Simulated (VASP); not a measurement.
Here is a VASP 6.6.1 calculation.

INCAR

```
SYSTEM = Tc
PREC = Accurate
ENCUT = 520
EDIFF = 1E-6
ISMEAR = -1
SIGMA = 0.05
LREAL = .FALSE.
LASPH = .TRUE.
NELM = 80
ALGO = Normal
ISIF = 2
LWAVE = .FALSE.
LCHARG = .FALSE.
GGA = PS
NBANDS = 34
```

File KPOINTS:

```
Automatic mesh
0
G
  11 11 3
  0 0 0
```

Contents of POSCAR:

```
Tc
1.0
    2.6940809814      0.0000000000      0.0000000000
   -1.3470404907      2.3331425698      0.0000000000
    0.0000000000      0.0000000000      8.6673660013
Tc
4
Direct
    0.6666666667      0.3333333333      0.7500000000
    0.0000000000      0.0000000000      0.5000000000
    0.3333333333      0.6666666667      0.2500000000
    0.0000000000      0.0000000000      0.0000000000
```

Potentials or basis: VASP PAW PBE potentials, release 64 (Tc_pv).

Launch:

```sh
$ cat potpaw_PBE.64/Tc_pv/POTCAR > POTCAR
$ mpirun -np 1 vasp_std > vasp.out
```

Estimate the band gap on the k mesh.

zero (bands 26 and 27 overlap by 3.13 eV).

Estimate the pressure.

9.1 GPa.

Caveat: the cell stands under pressure; the PAW data sets were made with another functional, which shifts forces and pressure a little.
